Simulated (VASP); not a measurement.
Zr3Pb, 4 atoms in the cell. It takes space group I4/mmm (No. 139, tetragonal). Conventional cell: a = 4.355 Å, b = 4.355 Å, c = 9.575 Å, α = 90.00°, β = 90.00°, γ = 90.00°. Within 4.1 Å of Zr (site symmetry -4m2) lie 8 Zr at 3.08 to 3.24 Å and 4 Pb at 3.24 Å. Within 4.1 Å of Zr (site symmetry 4/mmm) lie 4 Pb at 3.08 Å and 8 Zr at 3.24 Å. Within 4.1 Å of Pb (site symmetry 4/mmm) lie 12 Zr at 3.08 to 3.24 Å. 

```yaml
Program: VASP 6.6.1
Task: single point
Functional: LDA
Potentials_or_basis: VASP PAW LDA potentials, release 64 (Zr_sv, Pb_d)
Cutoff: 520 eV
k_mesh: 7 × 7 × 7
Occupations: fermi-dirac, width 0.15 eV
Spin: no spin polarisation
Dipole_correction: no
Further_INCAR_settings: ALGO = Normal; EDIFF = 1e-06; NBANDS = 33
```

Potentials or basis: VASP PAW LDA potentials, release 64 (Zr_sv, Pb_d).

The run is started by

```sh
$ cat potpaw_LDA.64/Zr_sv/POTCAR potpaw_LDA.64/Pb_d/POTCAR > POTCAR
$ mpirun -np 1 vasp_std > vasp.out
```

Hardware: 1 thread of Intel(R) Xeon(R) Platinum 8259CL CPU @ 2.50GHz (Skylake/Cascade Lake), with other jobs on the host.

Question: Estimate the wall time of this run.

Answer: Wall time 3.7 min on 1 thread of Intel(R) Xeon(R) Platinum 8259CL CPU @ 2.50GHz (Skylake/Cascade Lake) (shared host), peak memory 0.27 GiB. Counts: scf iterations 14, k points 40.
